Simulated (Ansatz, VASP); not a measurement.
# LaNbF2 in VASP and in Ansatz

```xyz
8
Lattice="3.7250 -0.0001 -0.0010 -0.0001 3.7244 -0.0015 0.0027 0.0042 9.4508" Properties=species:S:1:pos:R:3 pbc="T T T"
La    2.3303    0.0033    7.6953
La    0.4661    1.8629    1.7539
Nb    0.4671    1.8645    5.1901
Nb   -1.3956    0.0019    4.2602
F     2.3280    1.8621   -0.0013
F     0.4656    0.0000   -0.0001
F     2.3287    0.0008    2.0152
F     0.4677    1.8655    7.4341
```

Change from the starting cell: cell x1, atoms moved at random (sigma 0.15 Å) and cell strained at random (1.5 %), then relaxed without symmetry.

Alike in both runs: functional PBE; k mesh 6 × 6 × 2; occupations gaussian, width 0.2 eV; no spin polarisation.

Ansatz relaxed the structure, and its values are those at the end. VASP's run is a single point on that final structure, the one shown.

|  | VASP | Ansatz |
| --- | --- | --- |
| version | VASP 6.6.1 | Ansatz 0.2.0 |
| potentials or method | VASP PAW PBE potentials, release 64 (La, Nb_sv, F), cutoff 520 eV | scalar-relativistic, plane waves, PAW |
| valence electrons in the cell | 76 | 76 |

```csv
,VASP,Ansatz,Ansatz less VASP
gap on the k mesh at the Fermi level (eV),none,none,-
pressure (GPa),-0.3,0.0,+0.34
rms of the force components (eV/Å),0.007,0.000,-0.0063
```

A gap of «none» marks a metal or a gap that the smearing closes. The functional is the same, so the differences come from potentials, cutoffs and numerics.

Neither program's run includes spin-orbit coupling.
